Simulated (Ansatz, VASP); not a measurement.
**Two plane-wave programs on WS2**

Contents of INCAR:

```
SYSTEM = WS2
PREC     = Accurate       ! precision mode
ENCUT    = 520            ! plane-wave cutoff, eV
EDIFF    = 1E-7           ! SCF threshold, eV
ISMEAR   = 0              ! smearing method
SIGMA    = 0.05           ! smearing width, eV
LREAL    = .FALSE.        ! projectors in reciprocal space
LASPH    = .TRUE.         ! aspherical terms in the spheres
NELM     = 80             ! most SCF steps
ALGO     = Normal         ! electronic algorithm
ISIF     = 2              ! what is computed and relaxed
LWAVE    = .FALSE.        ! write WAVECAR
LCHARG   = .FALSE.        ! write CHGCAR
GGA      = PS             ! functional
IVDW     = 12             ! dispersion correction
NBANDS   = 20             ! bands
```

KPOINTS

```
regular mesh
0
G
  12 12 12
  0 0 0
```

File POSCAR:

```
WS2
1.0
    1.5602910595      0.9008344632      5.4219666667
   -1.5602910595      0.9008344632      5.4219666667
    0.0000000000     -1.8016689264      5.4219666667
W S
1 2
Direct
    0.9993605138      0.9993605138      0.9993605138
    0.7554704513      0.7554704513      0.7554704513
    0.5764690349      0.5764690349      0.5764690349
```

Input for Ansatz:

```yaml
crystal:
  lattice:
    - [1.5602910595, 0.9008344632, 5.4219666667]
    - [-1.5602910595, 0.9008344632, 5.4219666667]
    - [0.0, -1.8016689264, 5.4219666667]
  atoms:
    - { symbol: W, position: [0.9993605138, 0.9993605138, 0.9993605138] }
    - { symbol: S, position: [0.7554704513, 0.7554704513, 0.7554704513] }
    - { symbol: S, position: [0.5764690349, 0.5764690349, 0.5764690349] }
basis:
  ecutwfc: 420
kpoints:
  mp_grid: { grid: [12, 12, 12] }
hamiltonian:
  xc: pbesol
  pseudopotentials: { kind: paw, azcp: { folder: soft_1 } }
  dispersion: d3bj
scf:
  occupations: { method: gaussian, width: 0.05 }
output:
  forces: true
  stress: true
  eigenvalues: true
```

Alike in both runs: task single point; functional PBEsol; dispersion D3(BJ); k mesh 12 × 12 × 12; occupations gaussian, width 0.05 eV; no spin polarisation.

|  | VASP | Ansatz |
| --- | --- | --- |
| version | VASP 6.6.1 | Ansatz 0.2.0 |
| potentials or method | VASP PAW PBE potentials, release 64 (W_sv, S), cutoff 520 eV | scalar-relativistic, plane waves, PAW |
| valence electrons in the cell | 26 | 26 |

VASP gave:

| Quantity | Value |
| --- | --- |
| gap on the k mesh at the Fermi level (eV) | none |
| pressure (GPa) | 18.2 |
| traceless stress, the component that is largest in VASP (GPa) | 12.07 |
| rms of the force components (eV/Å) | 1.162 |

Q: Which values does Ansatz return?

A: gap on the k mesh at the Fermi level (eV): none; pressure (GPa): 18.0; traceless stress, the component that is largest in VASP (GPa): 11.97; rms of the force components (eV/Å): 1.154.

VASP's potentials were made for PBE, not for PBEsol, and Ansatz warns of the same on its side. Atom by atom the forces differ by 0.008 eV/Å (rms over components). A gap of «none» marks a metal or a gap that the smearing closes.

Spin-orbit coupling is off throughout.
